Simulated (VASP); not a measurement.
Input of a VASP 6.6.1 run:

Contents of INCAR:

```
PREC = Accurate
ENCUT = 600
EDIFF = 1E-7
ISMEAR = 0
SIGMA = 0.02
LREAL = F
LASPH = T
NELM = 120
ALGO = Normal
ISIF = 3
LWAVE = F
LCHARG = F
GGA = CA
IBRION = 2
NSW = 100
EDIFFG = -0.002
GGA_COMPAT = F
NELMIN = 4
```

The input KPOINTS:

```
Automatic mesh
0
Gamma
  12 12 12
```

Contents of POSCAR:

```
BN
1.0
    0.0000000000      1.7905522030      1.7905522030
    1.7905522030      0.0000000000      1.7905522030
    1.7905522030      1.7905522030      0.0000000000
B N
1 1
Direct
    0.0000000000      0.0000000000      0.0000000000
    0.2500000000      0.2500000000      0.2500000000
```

Potentials or basis: VASP PAW LDA potentials, release 64 (B, N).

Command:

```sh
$ cat potpaw_LDA.64/B/POTCAR potpaw_LDA.64/N/POTCAR > POTCAR
$ mpirun -np 1 vasp_std > vasp.out
```

(1) What does it give for the band gap on the k mesh?

(2) What does it give for the relaxed volume?

Answers

(1) 4.38 eV (least direct gap 8.81 eV).

(2) 5.75 Å³/atom.
